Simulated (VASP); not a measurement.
Input of a VASP 6.6.1 run:

INCAR

```
PREC = Accurate ; ENCUT = 500
EDIFF = 1E-6 ; ISMEAR = 0
SIGMA = 0.01 ; LREAL = False
LASPH = True ; NELM = 120
ALGO = Normal ; ISIF = 2
LWAVE = False ; LCHARG = False
GGA = PS ; NBANDS = 16
GGA_COMPAT = False
```

The input KPOINTS:

```
Automatic mesh
0
Gamma
  4 4 4
```

Contents of POSCAR:

```
InP
1.0
    0.0000000000      2.9097962392      2.9716897206
    2.9097962392      0.0000000000      2.9716897206
    2.9097962392      2.9097962392      0.0000000000
In P
1 1
Direct
    0.0000000000      0.0000000000      0.0000000000
    0.2500000000      0.2500000000      0.2500000000
```

Potentials or basis: VASP PAW PBE potentials, release 64 (In_d, P).

The run is started by

```sh
$ cat potpaw_PBE.64/In_d/POTCAR potpaw_PBE.64/P/POTCAR > POTCAR
$ mpirun -np 1 vasp_std > vasp.out
```

Q: Estimate the band gap on the k mesh.

A: 0.56 eV, direct.

Q: Estimate the pressure.

A: 0.8 GPa.

Stress tensor (GPa, compression positive):
```
1.10 0.00 0.00
0.00 1.10 0.00
0.00 0.00 0.17
```

Caveat: the k points lie up to 0.46 Å⁻¹ apart; the PAW data sets were made with another functional, which shifts forces and pressure a little; spin-orbit coupling is left out, which moves the levels of the heavy elements. A hybrid or GW would open this gap; PBEsol tends to underestimate it.
